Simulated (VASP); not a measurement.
# MgO (Fm-3m) in VASP: further runs

The runs below take MgO through single point, relaxation of cell and atoms, with LDA.

Program: VASP 6.6.1. These are calculated values, not measurements. Logs are shortened: lines on timing, memory, paths and dates and some standing lists are left out, and cuts for length are marked.

### 1 The cell of the first run

The structure is cubic, space group Fm-3m (No. 225). The conventional cell has a = 3.937 Å, b = 3.937 Å, c = 3.937 Å, α = 90.00°, β = 90.00°, γ = 90.00°. Within 2.6 Å of Mg (site symmetry m-3m) lie 6 O at 1.97 Å. Within 2.6 Å of O (site symmetry m-3m) lie 6 Mg at 1.97 Å.

### 2 Single point, LDA

INCAR reads:

```
PREC = Accurate ; ENCUT = 600
EDIFF = 1E-6 ; ISMEAR = 0
SIGMA = 0.01 ; LREAL = F
LASPH = T ; NELM = 120
ALGO = Normal ; ISIF = 2
LWAVE = F ; LCHARG = T
GGA = CA ; LELF = T
LVHAR = T ; NBANDS = 11
GGA_COMPAT = F
```

KPOINTS reads:

```
Automatic mesh
0
Gamma
  10 10 10
```

POSCAR reads:

```
MgO
1.0
    0.0000000000      1.9684291237      1.9684291237
    1.9684291237      0.0000000000      1.9684291237
    1.9684291237      1.9684291237      0.0000000000
Mg O
1 1
Direct
    0.0000000000      0.0000000000      0.0000000000
    0.5000000000      0.5000000000      0.5000000000
```

Potentials or basis: VASP PAW LDA potentials, release 64 (Mg, O).

Command:

```console
$ cat potpaw_LDA.64/Mg/POTCAR potpaw_LDA.64/O/POTCAR > POTCAR
$ mpirun -np 1 vasp_std > vasp.out
```

OUTCAR:

```text
PREC = Accurate
   ENCUT = 600
   EDIFF = 1E-6
   ISMEAR = 0
   LREAL = F
   LASPH = T
   NELM = 120
   ISIF = 2
   GGA = CA

 ion  position               nearest neighbor table
   1  0.000  0.000  0.000-   2 1.97   2 1.97   2 1.97   2 1.97   2 1.97   2 1.97
   2  0.500  0.500  0.500-   1 1.97   1 1.97   1 1.97   1 1.97   1 1.97   1 1.97

  LATTYP: Found a face centered cubic cell.
 ALAT       =     3.9368582474

  Lattice vectors:

 A1 = (   0.0000000000,   1.9684291237,   1.9684291237)
 A2 = (   1.9684291237,   0.0000000000,   1.9684291237)
 A3 = (   1.9684291237,   1.9684291237,   0.0000000000)

Analysis of symmetry for initial positions (statically):
=====================================================================
 Subroutine PRICEL returns:
 Original cell was already a primitive cell.

 Routine SETGRP: Setting up the symmetry group for a
 face centered cubic supercell.

 Subroutine GETGRP returns: Found 48 space group operations
 (whereof 48 operations were pure point group operations)
 out of a pool of 48 trial point group operations.

The static configuration has the point symmetry O_h .

Analysis of symmetry for dynamics (positions and initial velocities):
=====================================================================
 Subroutine PRICEL returns:
 Original cell was already a primitive cell.

 Routine SETGRP: Setting up the symmetry group for a
 face centered cubic supercell.

 Subroutine GETGRP returns: Found 48 space group operations
 (whereof 48 operations were pure point group operations)
 out of a pool of 48 trial point group operations.

The dynamic configuration has the point symmetry O_h .

 Subroutine INISYM returns: Found 48 space group operations
 (whereof 48 operations are pure point group operations),
 and found     1 'primitive' translations

----------------------------------------------------------------------------------------

                                     Primitive cell

  volume of cell :      15.2542

  direct lattice vectors                    reciprocal lattice vectors
     0.000000000  1.968429124  1.968429124    -0.254009654  0.254009654  0.254009654
     1.968429124  0.000000000  1.968429124     0.254009654 -0.254009654  0.254009654
     1.968429124  1.968429124  0.000000000     0.254009654  0.254009654 -0.254009654

  length of vectors
     2.783779163  2.783779163  2.783779163     0.439957626  0.439957626  0.439957626

  position of ions in fractional coordinates (direct lattice)
     0.000000000  0.000000000  0.000000000
     0.500000000  0.500000000  0.500000000

  ion indices of the primitive-cell ions
   primitive index   ion index
                 1           1
                 2           2

----------------------------------------------------------------------------------------

 KPOINTS: Automatic mesh

Automatic generation of k-mesh.
 Grid dimensions read from file:
 generate k-points for:   10   10   10

 Generating k-lattice:

  Cartesian coordinates                     Fractional coordinates (reciprocal lattice)
    -0.025400965  0.025400965  0.025400965     0.100000000  0.000000000  0.000000000
     0.025400965 -0.025400965  0.025400965     0.000000000  0.100000000  0.000000000
     0.025400965  0.025400965 -0.025400965     0.000000000  0.000000000  0.100000000

  Length of vectors
     0.043995763  0.043995763  0.043995763

  Shift w.r.t. Gamma in fractional coordinates (k-lattice)
     0.000000000  0.000000000  0.000000000

 Subroutine IBZKPT returns following result:
 ===========================================

 Found     47 irreducible k-points:

 Following reciprocal coordinates:
            Coordinates               Weight
  0.000000  0.000000  0.000000      1.000000
  0.100000  0.000000  0.000000      8.000000
  0.200000  0.000000  0.000000      8.000000
  0.300000  0.000000  0.000000      8.000000
  0.400000  0.000000  0.000000      8.000000
  0.500000  0.000000  0.000000      4.000000
[... 16 lines left out ...]
  0.300000  0.300000  0.000000      6.000000
  0.400000  0.300000  0.000000     24.000000
 [... further k-points ...]
   k-points           NKPTS =     47   k-points in BZ     NKDIM =     47   number of bands    NBANDS=     11
   number of dos      NEDOS =    301   number of ions     NIONS =      2
   total plane-waves  NPLWV =  13824
   dimension x,y,z NGX =    24 NGY =   24 NGZ =   24
   dimension x,y,z NGXF=    48 NGYF=   48 NGZF=   48
   ions per type =               1   1
   NGX,Y,Z   is equivalent  to a cutoff of  14.33, 14.33, 14.33 a.u.
   NGXF,Y,Z  is equivalent  to a cutoff of  28.67, 28.67, 28.67 a.u.
 SYSTEM =  unknown system
   PREC   = accura    normal or accurate (medium, high low for compatibility)
   ISTART =      0    job   : 0-new  1-cont  2-samecut
   ICHARG =      2    charge: 1-file 2-atom 10-const
   ISPIN  =      1    spin polarized calculation?
   LNONCOLLINEAR =      F non collinear calculations
   LSORBIT =      F    spin-orbit coupling
   LASPH  =      T    aspherical Exc in radial PAW
   ENCUT  =  600.0 eV  44.10 Ry    6.64 a.u.   5.56  5.56  5.56*2*pi/ulx,y,z
   NELM   =    120;   NELMIN=  2; NELMDL= -5     # of ELM steps
   EDIFF  = 0.1E-05   stopping-criterion for ELM
   LREAL  =      F    real-space projection
   EDIFFG = 0.1E-04   stopping-criterion for IOM
   NSW    =      0    number of steps for IOM
   IBRION =     -1    ionic relax: 0-MD 1-quasi-New 2-CG
   NFREE  =      0    steps in history (QN), initial steepest desc. (CG)
   ISIF   =      2    stress and relaxation
   ISYM   =      2    0-nonsym 1-usesym 2-fastsym
   POTIM  = 0.5000    time-step for ionic-motion
   TEBEG  =    0.0;   TEEND  =   0.0 temperature during run
   PSTRESS=    0.0 pullay stress
   NELECT =       8.0000    total number of electrons
   NUPDOWN=      -1.0000    fix difference up-down
   EMIN   =  10.00;   EMAX   =-10.00  energy-range for DOS
   EFERMI =   0.00;   METHOD = LEGACY
   ISMEAR =     0;   SIGMA  =   0.01  broadening in eV -4-tet -1-fermi 0-gaus
   EFERMI_NEDOS =   21; number of points for ismear=-14 and -15
   IALGO  =     38    algorithm
   IMIX   =      4    mixing-type and parameters
     AMIX     =   0.40;   BMIX     =  1.00
     AMIX_MAG =   1.60;   BMIX_MAG =  1.00
  volume/ion in A,a.u.               =       7.63        51.47
  Fermi-wavevector in a.u.,A,eV,Ry     =   1.320206  2.494828 23.714192  1.742944
  Thomas-Fermi vector in A             =   2.450049
   LORBIT       =      0    0 simple, 1 ext, 2 COOP (PROOUT), +10 PAW based schemes
   GGA     = CA    functional components
   LHFCALC =     F    Hartree Fock is set to
   AEXX    =    0.0000 exact exchange contribution
   IVDW    =     0    specifies the selected vdW correction
   LEPSILON=     F    determine dielectric tensor
   LRPA    =     F    only Hartree local field effects (RPA)
 non-spin polarized calculation
 Gauss-broadening in eV      SIGMA  =   0.01
  energy-cutoff  :      600.00
  volume of cell :       15.25
 maximum number of plane-waves:       531
 NGX is ok and might be reduce to    24
   NGX = 11   NGY = 11   NGZ = 11

 number of electron       8.0000002 magnetization

 Free energy of the ion-electron system (eV)
  ---------------------------------------------------
  ext. energy  EPLUGINS =         0.00000000
  ---------------------------------------------------
  free energy    TOTEN  =       -13.17802266 eV

  energy without entropy =      -13.17802266  energy(sigma->0) =      -13.17802266

 E-fermi :   4.7366     XC(G=0): -12.6050

 val. band max:        4.6009999839   @ k =   0.0000   0.0000   0.0000
 cond. band min:      11.5071828530   @ k =   0.0000   0.0000   0.0000
 fundamental gap:      6.9061828691
 Fermi energy:         4.7366414118

 k-point     1 :       0.0000    0.0000    0.0000
  band No.  band energies     occupation
      1     -13.5955      2.00000
      2       4.6010      2.00000
      3       4.6010      2.00000
      4       4.6010      2.00000
      5      11.5072      0.00000
      6      21.2120      0.00000
      7      21.2120      0.00000
      8      21.2120      0.00000
      9      25.8044      0.00000
     10      27.7191      0.00000
     11      27.7191      0.00000

 k-point     2 :       0.1000    0.0000    0.0000
  band No.  band energies     occupation
      1     -13.4436      2.00000
      2       3.8958      2.00000
      3       4.5021      2.00000
      4       4.5021      2.00000
      5      12.1002      0.00000
      6      19.9253      0.00000
      7      21.5322      0.00000
      8      21.5322      0.00000
      9      27.2355      0.00000
     10      27.2355      0.00000
     11      27.8001      0.00000

 k-point     3 :       0.2000    0.0000    0.0000
  band No.  band energies     occupation
      1     -13.0195      2.00000
      2       2.3444      2.00000
      3       4.2535      2.00000
      4       4.2535      2.00000
      5      13.1986      0.00000
      6      18.5231      0.00000
      7      22.2770      0.00000
      8      22.2770      0.00000
      9      26.6695      0.00000
     10      26.6695      0.00000
     11      29.8853      0.00000

 k-point     4 :       0.3000    0.0000    0.0000
  band No.  band energies     occupation
      1     -12.4284      2.00000
      2       0.6826      2.00000
      3       3.9641      2.00000
      4       3.9641      2.00000
      5      13.7789      0.00000
      6      18.3472      0.00000
      7      22.7934      0.00000
      8      22.7934      0.00000
      9      27.0991      0.00000
     10      27.0991      0.00000
     11      29.4244      0.00000
[... 239 lines left out ...]
 k-point    22 :      -0.2000    0.2000    0.0000
  band No.  band energies     occupation
      1     -12.2578      2.00000
      2       0.9344      2.00000
      3       2.8689      2.00000
      4       3.9403      2.00000
      5      15.0656      0.00000
      6      17.3679      0.00000
      7      21.8046      0.00000
      8      24.2827      0.00000
      9      24.6421      0.00000
     10      28.0987      0.00000
     11      32.8351      0.00000

 k-point    23 :       0.3000    0.3000    0.0000
  band No.  band energies     occupation
      1     -12.1453      2.00000
      2       0.8269      2.00000
      3       3.4164      2.00000
      4       3.4164      2.00000
      5      15.1043      0.00000
      6      15.6586      0.00000
      7      21.0991      0.00000
      8      24.7722      0.00000
      9      24.7722      0.00000
     10      30.7652      0.00000
     11      36.0964      0.00000

 k-point    24 :       0.4000    0.3000    0.0000
  band No.  band energies     occupation
      1     -11.7670      2.00000
      2       0.2550      2.00000
      3       2.9456      2.00000
      4       3.2292      2.00000
      5      14.7911      0.00000
      6      16.4977      0.00000
      7      20.2156      0.00000
      8      25.2423      0.00000
      9      25.4993      0.00000
     10      31.7306      0.00000
     11      35.6401      0.00000

 [... further k-points ...]

------------------------ aborting loop because EDIFF is reached ----------------------------------------

  FORCE on cell =-STRESS in cart. coord.  units (eV):
  Direction    XX          YY          ZZ          XY          YZ          ZX
  --------------------------------------------------------------------------------------
  -------------------------------------------------------------------------------------
  Total        3.6137369      3.6137369      3.6137369      0.0000000     -0.0000000      0.0000000
  in kB      379.5576710    379.5576710    379.5576710      0.0000000     -0.0000000      0.0000000
  external PRESSURE =     379.5576710 kB  Pullay stress =       0.0000000 kB

 VOLUME and BASIS-vectors are now :
 -----------------------------------------------------------------------------
  energy-cutoff  :      600.00
  volume of cell :       15.25
      direct lattice vectors                 reciprocal lattice vectors
     0.000000000  1.968429124  1.968429124    -0.254009654  0.254009654  0.254009654
     1.968429124  0.000000000  1.968429124     0.254009654 -0.254009654  0.254009654
     1.968429124  1.968429124  0.000000000     0.254009654  0.254009654 -0.254009654

 POSITION                                       TOTAL-FORCE (eV/Angst)
 -----------------------------------------------------------------------------------
      0.00000      0.00000      0.00000         0.000000      0.000000      0.000000
      1.96843      1.96843      1.96843        -0.000000     -0.000000     -0.000000
 -----------------------------------------------------------------------------------
    total drift:                               -0.000000     -0.000000      0.000000

  FREE ENERGIE OF THE ION-ELECTRON SYSTEM (eV)
  ---------------------------------------------------
  free  energy   TOTEN  =       -13.1780226569 eV

  energy  without entropy=      -13.1780226569  energy(sigma->0) =      -13.17802266
```

It took 8.2 s on 1 thread of Intel Xeon Platinum 8488C (Sapphire Rapids), shared host; peak memory 0.13 GiB.

What came out:

| Property | Result |
| --- | --- |
| Free energy | -13.1780 eV |
| Pressure | 38.0 GPa |
| Band gap on the k mesh | 6.91 eV |

Caveat: the cell stands under pressure.

### 3 Relaxation of cell and atoms, LDA, target pressure 40 GPa, at which the enthalpy is minimised

This run uses another cell than the first one, of 8.99 Å³/atom.

INCAR reads:

```
SYSTEM = MgO
ALGO = Normal
EDIFF = 1E-7
EDIFFG = -0.001
ENCUT = 600
GGA_COMPAT = .FALSE.
IBRION = 2
ISIF = 3
ISMEAR = 0
LASPH = .TRUE.
LCHARG = .FALSE.
LREAL = .FALSE.
LWAVE = .FALSE.
NELM = 120
NELMIN = 4
NSW = 80
PREC = Accurate
PSTRESS = 400.0
SIGMA = 0.01
```

KPOINTS reads:

```
k-points
0
G
  10 10 10
  0 0 0
```

POSCAR reads:

```
MgO
1.0
    0.0000000000      2.0795508132      2.0795508132
    2.0795508132      0.0000000000      2.0795508132
    2.0795508132      2.0795508132      0.0000000000
Mg O
1 1
Direct
    0.0000000000      0.0000000000      0.0000000000
    0.5000000000      0.5000000000      0.5000000000
```

Potentials or basis: VASP PAW LDA potentials, release 64 (Mg, O).

Command:

```console
$ cat potpaw_LDA.64/Mg/POTCAR potpaw_LDA.64/O/POTCAR > POTCAR
$ mpirun -np 1 vasp_std > vasp.out
```

It took 17 s on 1 thread of Intel Xeon Platinum 8488C (Sapphire Rapids), shared host; peak memory 0.15 GiB.

The run converged. Its results:

| Item | Value |
| --- | --- |
| Free energy | -13.1638 eV |
| Relaxed volume | 7.58 Å³/atom |
| Relaxed cell | a = 2.778 Å, b = 2.778 Å, c = 2.778 Å, α = 60.00°, β = 60.00°, γ = 60.00° |
| Space group after relaxing (to 0.1 Å) | Fm-3m (No. 225) |
| Energy change on relaxing (the run minimises the enthalpy) | +142.2 meV/atom |
| Ionic steps | 7 |
| Pressure after relaxing | 40.0 GPa |
| Band gap on the k mesh | 6.99 eV |

The path:
```tsv
step	energy change (eV)	largest force (eV/Å)	pressure (GPa)	volume (Å³)
1	0.0000	0.0000	-1.94	17.99
2	1.5850	0.0000	131.66	12.53
3	0.2590	0.0000	37.72	15.26
4	0.2797	0.0000	39.58	15.18
5	0.2930	0.0000	40.75	15.12
6	0.2756	0.0000	39.21	15.19
7	0.2845	0.0000	40.00	15.16
```

Final structure:
```cif
data_structure
_symmetry_space_group_name_H-M 'P 1'
_symmetry_Int_Tables_number 1
_cell_length_a 2.7778
_cell_length_b 2.7778
_cell_length_c 2.7778
_cell_angle_alpha 60.000
_cell_angle_beta 60.000
_cell_angle_gamma 60.000
_cell_volume 15.16
loop_
_atom_site_label
_atom_site_type_symbol
_atom_site_fract_x
_atom_site_fract_y
_atom_site_fract_z
_atom_site_occupancy
Mg1 Mg 0.00000 0.00000 0.00000 1
O1 O 0.50000 0.50000 0.50000 1
```

Levels at points of the mesh, in eV from the valence-band top:
| k point | band 1 | band 2 | band 3 | band 4 | band 5 | band 6 | band 7 | band 8 |
| --- | --- | --- | --- | --- | --- | --- | --- | --- |
| (0.00, 0.00, 0.00) | -18.24 | 0.00 | 0.00 | 0.00 | 6.99 | 16.65 | 16.65 | 16.65 |
| (0.50, 0.00, 0.00) | -16.26 | -5.72 | -0.95 | -0.95 | 9.13 | 14.86 | 18.24 | 18.24 |
| (0.50, 0.50, 0.00) | -15.92 | -5.09 | -1.69 | -1.69 | 9.00 | 12.18 | 15.26 | 22.03 |

Caveat: the cell is relaxed towards a set pressure, so the run minimises the enthalpy, not the energy; the volume moved by over 15 % at a fixed basis, so the end points are rough.

### 4 Single point, LDA

This run uses another cell than the first one, of 9.16 Å³/atom.

INCAR reads:

```
SYSTEM = MgO
  PREC = Accurate
  ENCUT = 600
  EDIFF = 1E-6
  ISMEAR = 0
  SIGMA = 0.01
  LREAL = .False.
  LASPH = .True.
  NELM = 120
  ALGO = Normal
  ISIF = 2
  LWAVE = .False.
  LCHARG = .False.
  NBANDS = 11
  GGA_COMPAT = .False.
```

KPOINTS reads:

```
regular mesh
0
Gamma
  10 10 10
  0 0 0
```

POSCAR reads:

```
MgO
1.0
    0.0000000000      2.0920503856      2.0920503856
    2.0920503856      0.0000000000      2.0920503856
    2.0920503856      2.0920503856      0.0000000000
Mg O
1 1
Direct
    0.0000000000      0.0000000000      0.0000000000
    0.5000000000      0.5000000000      0.5000000000
```

Command:

```console
$ cat potpaw_LDA.64/Mg/POTCAR potpaw_LDA.64/O/POTCAR > POTCAR
$ mpirun -np 1 vasp_std > vasp.out
```

Wall time 3.1 s (1 thread of Intel Xeon 6975P-C (Granite Rapids), shared host); peak memory 0.13 GiB.

It converged, with:

| Property | Result |
| --- | --- |
| Free energy | -13.4420 eV |
| Pressure | -4.9 GPa |
| Band gap on the k mesh | 4.86 eV |

Levels at points of the mesh, in eV from the valence-band top:
```tsv
k point	band 1	band 2	band 3	band 4	band 5	band 6	band 7	band 8
(0.00, 0.00, 0.00)	-17.11	0.00	0.00	0.00	4.86	15.64	15.64	15.64
(0.50, 0.00, 0.00)	-15.70	-4.79	-0.69	-0.69	7.86	12.62	16.20	16.20
(0.50, 0.50, 0.00)	-15.42	-4.24	-1.40	-1.40	8.91	9.92	13.10	18.94
```

Caveat: the cell stands under tension.

(Part 1 of 2 ends here.)
